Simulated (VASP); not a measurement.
Set up this calculation in VASP 6.6.1, as the native input.

| Item | Value |
| --- | --- |
| Task | single point |
| Functional | LDA |
| Potentials or basis | VASP PAW LDA potentials, release 64 (Pb_d, Te) |
| Cutoff | 520 eV |
| k mesh | 7 × 7 × 7 |
| Occupations | fermi-dirac, width 0.05 eV |
| Spin | no spin polarisation |
| Dipole correction | no |
| Further INCAR settings | ALGO = Normal; EDIFF = 1e-06; NBANDS = 17 |

The structure of TePb lies in POSCAR:

```
TePb
1.0
    0.0000000000      3.2735180337      3.2735180337
    3.2735180337      0.0000000000      3.2735180337
    3.2735180337      3.2735180337      0.0000000000
Pb Te
1 1
Direct
    0.0000000000      0.0000000000      0.0000000000
    0.5000000000      0.5000000000      0.5000000000
```

One way to write it, as run:

INCAR

```
SYSTEM = TePb
  PREC = Accurate
  ENCUT = 520
  EDIFF = 1E-6
  ISMEAR = -1
  SIGMA = 0.05
  LREAL = .FALSE.
  LASPH = .TRUE.
  NELM = 60
  ALGO = Normal
  ISIF = 2
  LWAVE = .FALSE.
  LCHARG = .TRUE.
  GGA = CA
  LELF = .TRUE.
  LVHAR = .TRUE.
  NBANDS = 17
```

KPOINTS

```
Automatic mesh
0
G
  7 7 7
  0 0 0
```

Potentials or basis: VASP PAW LDA potentials, release 64 (Pb_d, Te).

The run is started by

```bash
$ cat potpaw_LDA.64/Pb_d/POTCAR potpaw_LDA.64/Te/POTCAR > POTCAR
$ mpirun -np 1 vasp_std > vasp.out
```

Results of the run:

The pressure is -3.1 GPa.

It took 16 s on 1 thread of Intel Xeon 6975P-C, with other jobs on the host, peak memory 0.18 GiB.
